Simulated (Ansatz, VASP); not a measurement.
One calculation of HfN, two programs

File INCAR:

```
PREC = Accurate ; ENCUT = 520
EDIFF = 1E-7 ; ISMEAR = -1
SIGMA = 0.05 ; LREAL = F
LASPH = T ; NELM = 150
ALGO = Normal ; ISIF = 2
LWAVE = F ; LCHARG = T
LMAXMIX = 4 ; LDAU = T
LDAUTYPE = 2 ; LDAUL = 2 -1
LDAUU = 4 0 ; LDAUJ = 0 0
LDAUPRINT = 1 ; GGA = CA
LELF = T ; LVHAR = T
NBANDS = 14
```

Contents of KPOINTS:

```
Automatic mesh
0
Gamma
  9 9 9
```

Contents of POSCAR:

```
HfN
1.0
    2.8250300000      0.0000000000      0.0000000000
    0.0000000000      2.8250300000      0.0000000000
    0.0000000000      0.0000000000      2.8250300000
Hf N
1 1
Direct
    0.5000000000      0.5000000000      0.5000000000
    0.0000000000      0.0000000000      0.0000000000
```

input.yaml

```yaml
crystal:
  lattice:
    - [2.82503, 0.0, 0.0]
    - [0.0, 2.82503, 0.0]
    - [0.0, 0.0, 2.82503]
  atoms:
    - { symbol: Hf, position: [0.5, 0.5, 0.5] }
    - { symbol: "N", position: [0.0, 0.0, 0.0] }
hamiltonian:
  xc: lda
  pseudopotentials: { kind: paw }
  hubbard: { sites: [{ species: Hf, l: d, u_eff: 4.0 }] }
kpoints:
  mp_grid: { grid: [9, 9, 9] }
  band_path:
    path:
      - [[0.0, 0.0, 0.0], [0.0, 0.5, 0.0], [0.5, 0.5, 0.0], [0.0, 0.0, 0.0], [0.5, 0.5, 0.5], [0.0, 0.5, 0.0]]
      - [[0.5, 0.5, 0.0], [0.5, 0.5, 0.5]]
    npoints: 14
scf:
  occupations: { method: fermi_dirac, width: 0.05 }
  n_extra_bands: 6
output:
  forces: true
  stress: true
  eigenvalues: true
  fatbands: false
```

Alike in both runs: functional LDA; k mesh 9 × 9 × 9; occupations fermi-dirac, width 0.05 eV; no spin polarisation; Hubbard terms Hf d U = 4.0 eV.

|  | VASP | Ansatz |
| --- | --- | --- |
| version | VASP 6.6.1 | Ansatz 0.2.0 |
| potentials or method | VASP PAW LDA potentials, release 64 (Hf_pv, N) | Ansatz PAW |
| plane-wave cutoff (eV) | 520 | 420 |
| valence electrons in the cell | 15 | 31 |
| task | single point | band structure |

```csv
,VASP,Ansatz,Ansatz less VASP
gap on the k mesh at the Fermi level (eV),none,none,-
pressure (GPa),-1.1,-8.5,-7.36
```

LDA's correlation is that of Perdew and Zunger in VASP and of Perdew and Wang (1992) in Ansatz. The programs project onto different local orbitals, so the same U acts differently, and such runs can settle in different states. A gap of «none» marks a metal or a gap that the smearing closes. VASP's potentials hold 15 valence electrons a cell and Ansatz's 31, so a difference there can come from the potentials and not from the codes.

Spin-orbit coupling is off throughout.
